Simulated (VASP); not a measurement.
A run of VASP 6.6.1:

INCAR

```
  PREC = Accurate
  ENCUT = 520
  EDIFF = 1E-6
  ISMEAR = 0
  SIGMA = 0.05
  LREAL = F
  LASPH = T
  NELM = 150
  ALGO = Fast
  ISIF = 2
  LWAVE = F
  LCHARG = F
  MAGMOM = 0 0 0
  LORBIT = 11
  LSORBIT = T
  GGA_COMPAT = F
  LORBMOM = T
  GGA = PE
  NBANDS = 23
```

Contents of KPOINTS:

```
regular mesh
0
Gamma
  16 16 16
```

The input POSCAR:

```
Hg
1.0
   -1.8955097175      1.8955097175      1.8955097175
    1.8955097175     -1.8955097175      1.8955097175
    1.8955097175      1.8955097175     -1.8955097175
Hg
1
Direct
    0.0000000000      0.0000000000      0.0000000000
```

Potentials or basis: VASP PAW PBE potentials, release 64 (Hg).

Launch:

```bash
$ cat potpaw_PBE.64/Hg/POTCAR > POTCAR
$ mpirun -np 1 vasp_ncl > vasp.out
```

Hardware: 1 thread of Intel(R) Xeon(R) Platinum 8488C (Sapphire Rapids), on a shared host.

**Question.** How long does it take, and how much memory?

**Answer.** It took 64 s on 1 thread of Intel(R) Xeon(R) Platinum 8488C (Sapphire Rapids) (shared host), peak memory 0.28 GiB. Counts: scf iterations 12, k points 145.
